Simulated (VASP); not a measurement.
Input of a VASP 6.6.1 run:

File INCAR:

```
ALGO = Normal ; EDIFF = 1E-6
EDIFFG = -0.005 ; ENCUT = 600
GGA = PE ; IBRION = 2
ISIF = 3 ; ISMEAR = -1
LASPH = T ; LCHARG = F
LREAL = F ; LWAVE = F
NELM = 80 ; NSW = 100
PREC = Accurate ; SIGMA = 0.08
```

KPOINTS

```
k-points
0
Gamma
  14 14 14
```

POSCAR

```
I
1.0
    0.0000000000      1.9469082034      1.9469082034
    1.9469082034      0.0000000000      1.9469082034
    1.9469082034      1.9469082034      0.0000000000
I
1
Direct
    0.0000000000      0.0000000000      0.0000000000
```

Potentials or basis: VASP PAW PBE potentials, release 64 (I).

Launch:

```console
$ cat potpaw_PBE.64/I/POTCAR > POTCAR
$ mpirun -np 1 vasp_std > vasp.out
```

(1) Estimate the relaxed cell.

(2) Predict the band gap on the k mesh.

Answers

(1) a = 3.675 Å, b = 3.675 Å, c = 3.675 Å, α = 60.00°, β = 60.00°, γ = 60.00°.

(2) zero (an odd number of electrons rules out a gap without spin polarisation).

Caveat: spin-orbit coupling is left out, which moves the levels of the heavy elements; an odd number of electrons without spin polarisation forces a metal; a magnetic or distorted state may lie lower.
